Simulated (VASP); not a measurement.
Set up this calculation in VASP 6.6.1, as the native input.

| Quantity | Value |
| --- | --- |
| Task | relaxation of cell and atoms |
| Functional | PBE |
| Potentials or basis | VASP PAW PBE potentials, release 64 (Ba_sv, Te) |
| Cutoff | 600 eV |
| k mesh | 8 × 8 × 5 |
| Occupations | fermi-dirac, width 0.08 eV |
| Spin | no spin polarisation |
| Dipole correction | no |
| Further INCAR settings | ALGO = Normal; EDIFF = 1e-06; IBRION = 2; EDIFFG = -0.005; NSW = 100; ISIF = 3 |

The structure of BaTe (wurtzite type) lies in POSCAR:

```
BaTe
1.0
    4.5558582445      0.0000000000      0.0000000000
   -2.2779291223      3.9454889758      0.0000000000
    0.0000000000      0.0000000000      7.4260489385
Ba Te
2 2
Direct
    0.3333333333      0.6666666667      0.0000000000
    0.6666666667      0.3333333333      0.5000000000
    0.3333333333      0.6666666667      0.3760000000
    0.6666666667      0.3333333333      0.8760000000
```

One way to write it, as run:

INCAR

```
PREC = Accurate ; ENCUT = 600
EDIFF = 1E-6 ; ISMEAR = -1
SIGMA = 0.08 ; LREAL = F
LASPH = T ; NELM = 100
ALGO = Normal ; ISIF = 3
LWAVE = F ; LCHARG = F
GGA = PE ; IBRION = 2
NSW = 100 ; EDIFFG = -0.005
```

KPOINTS

```
regular mesh
0
Gamma
  8 8 5
```

Potentials or basis: VASP PAW PBE potentials, release 64 (Ba_sv, Te).

The run is started by

```bash
$ cat potpaw_PBE.64/Ba_sv/POTCAR potpaw_PBE.64/Te/POTCAR > POTCAR
$ mpirun -np 1 vasp_std > vasp.out
```

It gave:

The relaxed volume is 54.64 Å³/atom and the relaxed cell is a = 5.992 Å, b = 5.992 Å, c = 7.029 Å, α = 90.00°, β = 90.00°, γ = 120.00°. The space group after relaxing (to 0.05 Å) is P6_3/mmc (No. 194) and the energy gained by relaxing is 1983.9 meV/atom. The ionic steps are 32, the pressure after relaxing is 0.0 GPa and the band gap on the k mesh is 1.94 eV, indirect (least direct gap 2.24 eV).

Caveat: the volume moved by over 15 % at a fixed basis, so the end points are rough; spin-orbit coupling is left out, which moves the levels of the heavy elements.

Wall time 27 min on 1 thread of Intel(R) Xeon(R) Platinum 8488C (Sapphire Rapids), on a shared host, peak memory 0.34 GiB.
